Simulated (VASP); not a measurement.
A run of VASP 6.6.1:

Contents of INCAR:

```
SYSTEM = Ge2Sb2Te5
PREC = Accurate
ENCUT = 600
EDIFF = 1E-6
ISMEAR = -1
SIGMA = 0.05
LREAL = .FALSE.
LASPH = .TRUE.
NELM = 80
ALGO = Normal
ISIF = 3
LWAVE = .FALSE.
LCHARG = .FALSE.
GGA = PE
IBRION = 2
NSW = 60
EDIFFG = -0.01
```

KPOINTS

```
Automatic mesh
0
G
  5 5 2
  0 0 0
```

The input POSCAR:

```
Ge2Sb2Te5
1.0
    4.2940644248      0.0000000000      0.0000000000
   -2.1470322124      3.7187688774      0.0000000000
    0.0000000000      0.0000000000     17.1013460000
Te Sb Ge
5 2 2
Direct
    0.6666666667      0.3333333333      0.4198920000
    0.3333333333      0.6666666667      0.5801080000
    0.3333333333      0.6666666667      0.2015420000
    0.6666666667      0.3333333333      0.7984580000
    0.0000000000      0.0000000000      0.0000000000
    0.0000000000      0.0000000000      0.3200680000
    0.0000000000      0.0000000000      0.6799320000
    0.6666666667      0.3333333333      0.1028950000
    0.3333333333      0.6666666667      0.8971050000
```

Potentials or basis: VASP PAW PBE potentials, release 64 (Te, Sb, Ge_d).

Run with:

```bash
$ cat potpaw_PBE.64/Te/POTCAR potpaw_PBE.64/Sb/POTCAR potpaw_PBE.64/Ge_d/POTCAR > POTCAR
$ mpirun -np 1 vasp_std > vasp.out
```

Hardware: 1 thread of Intel(R) Xeon(R) Platinum 8488C (Sapphire Rapids) (shared host).

Task: How long does it take, and how much memory?

Result: Run time: 44 min on 1 thread of Intel(R) Xeon(R) Platinum 8488C (Sapphire Rapids) (shared host), peak memory 0.58 GiB. Counts: scf iterations 330, k points 10, ion steps 43.
